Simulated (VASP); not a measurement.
# AgBr (Fm-3m) in VASP: a series of runs

The runs below take AgBr through single point, with LDA, BLYP, PBE.

Program: VASP 6.6.1. These are calculated values, not measurements. Logs are shortened: lines on timing, memory, paths and dates and some standing lists are left out, and cuts for length are marked.

**1. The cell of the first run**

The structure is cubic, space group Fm-3m (No. 225). The conventional cell has a = 5.740 Å, b = 5.740 Å, c = 5.740 Å, α = 90.00°, β = 90.00°, γ = 90.00°. Ag (site symmetry m-3m) has 6 Br at 2.87 Å within 3.8 Å. Within 3.8 Å of Br (site symmetry m-3m) lie 6 Ag at 2.87 Å.

**2. Single point, LDA**

Input file INCAR:

```
SYSTEM = AgBr
  ALGO = Normal
  EDIFF = 1E-6
  ENCUT = 500
  GGA = CA
  GGA_COMPAT = .False.
  ISIF = 2
  ISMEAR = 0
  LASPH = .True.
  LCHARG = .False.
  LREAL = .False.
  LWAVE = .False.
  NBANDS = 16
  NELM = 120
  PREC = Accurate
  SIGMA = 0.01
```

Input file KPOINTS:

```
k-points
0
Gamma
  3 3 3
  0 0 0
```

Input file POSCAR:

```
AgBr
1.0
    0.0000000000      2.8701500000      2.8701500000
    2.8701500000      0.0000000000      2.8701500000
    2.8701500000      2.8701500000      0.0000000000
Ag Br
1 1
Direct
    0.0000000000      0.0000000000      0.0000000000
    0.5000000000      0.5000000000      0.5000000000
```

Potentials or basis: VASP PAW LDA potentials, release 64 (Ag, Br).

Run with:

```
cat potpaw_LDA.64/Ag/POTCAR potpaw_LDA.64/Br/POTCAR > POTCAR
mpirun -np 1 vasp_std > vasp.out
```

OUTCAR:

```text
SYSTEM = AgBr
   EDIFF = 1E-6
   ENCUT = 500
   GGA = CA
   ISIF = 2
   ISMEAR = 0
   LASPH = .True.
   LREAL = .False.
   NELM = 120
   PREC = Accurate

 ion  position               nearest neighbor table
   1  0.000  0.000  0.000-   2 2.87   2 2.87   2 2.87   2 2.87   2 2.87   2 2.87
   2  0.500  0.500  0.500-   1 2.87   1 2.87   1 2.87   1 2.87   1 2.87   1 2.87

  LATTYP: Found a face centered cubic cell.
 ALAT       =     5.7403000000

  Lattice vectors:

 A1 = (   0.0000000000,   2.8701500000,   2.8701500000)
 A2 = (   2.8701500000,   0.0000000000,   2.8701500000)
 A3 = (   2.8701500000,   2.8701500000,   0.0000000000)

Analysis of symmetry for initial positions (statically):
=====================================================================
 Subroutine PRICEL returns:
 Original cell was already a primitive cell.

 Routine SETGRP: Setting up the symmetry group for a
 face centered cubic supercell.

 Subroutine GETGRP returns: Found 48 space group operations
 (whereof 48 operations were pure point group operations)
 out of a pool of 48 trial point group operations.

The static configuration has the point symmetry O_h .

Analysis of symmetry for dynamics (positions and initial velocities):
=====================================================================
 Subroutine PRICEL returns:
 Original cell was already a primitive cell.

 Routine SETGRP: Setting up the symmetry group for a
 face centered cubic supercell.

 Subroutine GETGRP returns: Found 48 space group operations
 (whereof 48 operations were pure point group operations)
 out of a pool of 48 trial point group operations.

The dynamic configuration has the point symmetry O_h .

 Subroutine INISYM returns: Found 48 space group operations
 (whereof 48 operations are pure point group operations),
 and found     1 'primitive' translations

----------------------------------------------------------------------------------------

                                     Primitive cell

  volume of cell :      47.2872

  direct lattice vectors                    reciprocal lattice vectors
     0.000000000  2.870150000  2.870150000    -0.174206923  0.174206923  0.174206923
     2.870150000  0.000000000  2.870150000     0.174206923 -0.174206923  0.174206923
     2.870150000  2.870150000  0.000000000     0.174206923  0.174206923 -0.174206923

  length of vectors
     4.059005056  4.059005056  4.059005056     0.301735242  0.301735242  0.301735242

  position of ions in fractional coordinates (direct lattice)
     0.000000000  0.000000000  0.000000000
     0.500000000  0.500000000  0.500000000

  ion indices of the primitive-cell ions
   primitive index   ion index
                 1           1
                 2           2

----------------------------------------------------------------------------------------

 KPOINTS: k-points

Automatic generation of k-mesh.
 Grid dimensions read from file:
 generate k-points for:    3    3    3

 Generating k-lattice:

  Cartesian coordinates                     Fractional coordinates (reciprocal lattice)
    -0.058068974  0.058068974  0.058068974     0.333333333  0.000000000  0.000000000
     0.058068974 -0.058068974  0.058068974     0.000000000  0.333333333  0.000000000
     0.058068974  0.058068974 -0.058068974     0.000000000  0.000000000  0.333333333

  Length of vectors
     0.100578414  0.100578414  0.100578414

  Shift w.r.t. Gamma in fractional coordinates (k-lattice)
     0.000000000  0.000000000  0.000000000

 Subroutine IBZKPT returns following result:
 ===========================================

 Found      4 irreducible k-points:

 Following reciprocal coordinates:
            Coordinates               Weight
  0.000000  0.000000  0.000000      1.000000
  0.333333  0.000000  0.000000      8.000000
  0.333333  0.333333  0.000000      6.000000
 -0.333333  0.333333  0.000000     12.000000
   k-points           NKPTS =      4   k-points in BZ     NKDIM =      4   number of bands    NBANDS=     16
   number of dos      NEDOS =    301   number of ions     NIONS =      2
   total plane-waves  NPLWV =  27000
   dimension x,y,z NGX =    30 NGY =   30 NGZ =   30
   dimension x,y,z NGXF=    60 NGYF=   60 NGZF=   60
   ions per type =               1   1
   NGX,Y,Z   is equivalent  to a cutoff of  12.29, 12.29, 12.29 a.u.
   NGXF,Y,Z  is equivalent  to a cutoff of  24.57, 24.57, 24.57 a.u.
 SYSTEM =  AgBr
   PREC   = accura    normal or accurate (medium, high low for compatibility)
   ISTART =      0    job   : 0-new  1-cont  2-samecut
   ICHARG =      2    charge: 1-file 2-atom 10-const
   ISPIN  =      1    spin polarized calculation?
   LNONCOLLINEAR =      F non collinear calculations
   LSORBIT =      F    spin-orbit coupling
   LASPH  =      T    aspherical Exc in radial PAW
   ENCUT  =  500.0 eV  36.75 Ry    6.06 a.u.   7.40  7.40  7.40*2*pi/ulx,y,z
   NELM   =    120;   NELMIN=  2; NELMDL= -5     # of ELM steps
   EDIFF  = 0.1E-05   stopping-criterion for ELM
   LREAL  =      F    real-space projection
   EDIFFG = 0.1E-04   stopping-criterion for IOM
   NSW    =      0    number of steps for IOM
   IBRION =     -1    ionic relax: 0-MD 1-quasi-New 2-CG
   NFREE  =      0    steps in history (QN), initial steepest desc. (CG)
   ISIF   =      2    stress and relaxation
   ISYM   =      2    0-nonsym 1-usesym 2-fastsym
   POTIM  = 0.5000    time-step for ionic-motion
   TEBEG  =    0.0;   TEEND  =   0.0 temperature during run
   PSTRESS=    0.0 pullay stress
   NELECT =      18.0000    total number of electrons
   NUPDOWN=      -1.0000    fix difference up-down
   EMIN   =  10.00;   EMAX   =-10.00  energy-range for DOS
   EFERMI =   0.00;   METHOD = LEGACY
   ISMEAR =     0;   SIGMA  =   0.01  broadening in eV -4-tet -1-fermi 0-gaus
   EFERMI_NEDOS =   21; number of points for ismear=-14 and -15
   IALGO  =     38    algorithm
   IMIX   =      4    mixing-type and parameters
     AMIX     =   0.40;   BMIX     =  1.00
     AMIX_MAG =   1.60;   BMIX_MAG =  1.00
  volume/ion in A,a.u.               =      23.64       159.55
  Fermi-wavevector in a.u.,A,eV,Ry     =   1.186454  2.242074 19.152570  1.407674
  Thomas-Fermi vector in A             =   2.322627
   LORBIT       =      0    0 simple, 1 ext, 2 COOP (PROOUT), +10 PAW based schemes
   GGA     = CA    functional components
   LHFCALC =     F    Hartree Fock is set to
   AEXX    =    0.0000 exact exchange contribution
   IVDW    =     0    specifies the selected vdW correction
   LEPSILON=     F    determine dielectric tensor
   LRPA    =     F    only Hartree local field effects (RPA)
 non-spin polarized calculation
 Gauss-broadening in eV      SIGMA  =   0.01
  energy-cutoff  :      500.00
  volume of cell :       47.29
 maximum number of plane-waves:      1243
 NGX is ok and might be reduce to    30
   NGX = 15   NGY = 15   NGZ = 15

 number of electron      18.0000002 magnetization

 Free energy of the ion-electron system (eV)
  ---------------------------------------------------
  ext. energy  EPLUGINS =         0.00000000
  ---------------------------------------------------
  free energy    TOTEN  =        -6.24153216 eV

  energy without entropy =       -6.24153216  energy(sigma->0) =       -6.24153216

 E-fermi :   3.2449     XC(G=0): -10.2628

 val. band max:        3.1545785925   @ k =   0.3333   0.0000   0.0000
 cond. band min:       3.9145170240   @ k =   0.0000   0.0000   0.0000
 fundamental gap:      0.7599384315
 Fermi energy:         3.2448780440

 k-point     1 :       0.0000    0.0000    0.0000
  band No.  band energies     occupation
      1     -11.5226      2.00000
      2       0.6097      2.00000
      3       0.6097      2.00000
      4       0.6097      2.00000
      5       0.6133      2.00000
      6       0.6133      2.00000
[... 8 lines left out ...]
     15      15.0081      0.00000
     16      15.0081      0.00000

 k-point     2 :       0.3333    0.0000    0.0000
  band No.  band energies     occupation
      1     -11.1837      2.00000
      2      -1.3023      2.00000
      3      -0.5060      2.00000
      4      -0.5060      2.00000
      5       0.8429      2.00000
      6       0.8429      2.00000
[... 8 lines left out ...]
     15      15.4613      0.00000
     16      15.4613      0.00000

 k-point     3 :       0.3333    0.3333    0.0000
  band No.  band energies     occupation
      1     -11.1357      2.00000
      2      -1.1244      2.00000
      3       0.3957      2.00000
      4       0.4478      2.00000
      5       0.4478      2.00000
      6       0.7361      2.00000
[... 8 lines left out ...]
     15      17.6729      0.00000
     16      19.0783      0.00000

 k-point     4 :      -0.3333    0.3333    0.0000
  band No.  band energies     occupation
      1     -11.0113      2.00000
      2      -1.1118      2.00000
      3      -0.5554      2.00000
      4      -0.5176      2.00000
      5       0.8498      2.00000
      6       0.9408      2.00000
[... 8 lines left out ...]
     15      15.7567      0.00000
     16      18.9511      0.00000

------------------------ aborting loop because EDIFF is reached ----------------------------------------

  FORCE on cell =-STRESS in cart. coord.  units (eV):
  Direction    XX          YY          ZZ          XY          YZ          ZX
  --------------------------------------------------------------------------------------
  -------------------------------------------------------------------------------------
  Total       -0.9522262     -0.9522262     -0.9522262      0.0000000      0.0000000      0.0000000
  in kB      -32.2631624    -32.2631624    -32.2631624      0.0000000      0.0000000      0.0000000
  external PRESSURE =     -32.2631624 kB  Pullay stress =       0.0000000 kB

 VOLUME and BASIS-vectors are now :
 -----------------------------------------------------------------------------
  energy-cutoff  :      500.00
  volume of cell :       47.29
      direct lattice vectors                 reciprocal lattice vectors
     0.000000000  2.870150000  2.870150000    -0.174206923  0.174206923  0.174206923
     2.870150000  0.000000000  2.870150000     0.174206923 -0.174206923  0.174206923
     2.870150000  2.870150000  0.000000000     0.174206923  0.174206923 -0.174206923

 POSITION                                       TOTAL-FORCE (eV/Angst)
 -----------------------------------------------------------------------------------
      0.00000      0.00000      0.00000         0.000000      0.000000      0.000000
      2.87015      2.87015      2.87015         0.000000      0.000000     -0.000000
 -----------------------------------------------------------------------------------
    total drift:                               -0.000000      0.000000      0.000000

  FREE ENERGIE OF THE ION-ELECTRON SYSTEM (eV)
  ---------------------------------------------------
  free  energy   TOTEN  =        -6.2415321605 eV

  energy  without entropy=       -6.2415321605  energy(sigma->0) =       -6.24153216
```

Run time: 4 s. Hardware: 1 thread of Intel Xeon Platinum 8259CL at 2.50GHz (Skylake/Cascade Lake), shared host; peak memory 0.14 GiB.

Results:

```
Free energy            : -6.2415 eV
Pressure               : -3.2 GPa
Band gap on the k mesh : 0.76 eV, indirect (least direct gap 2.28 eV)
```

Caveat: the k points lie up to 0.63 Å⁻¹ apart. A k mesh can miss the band edges.

[end of part 1 of 2]
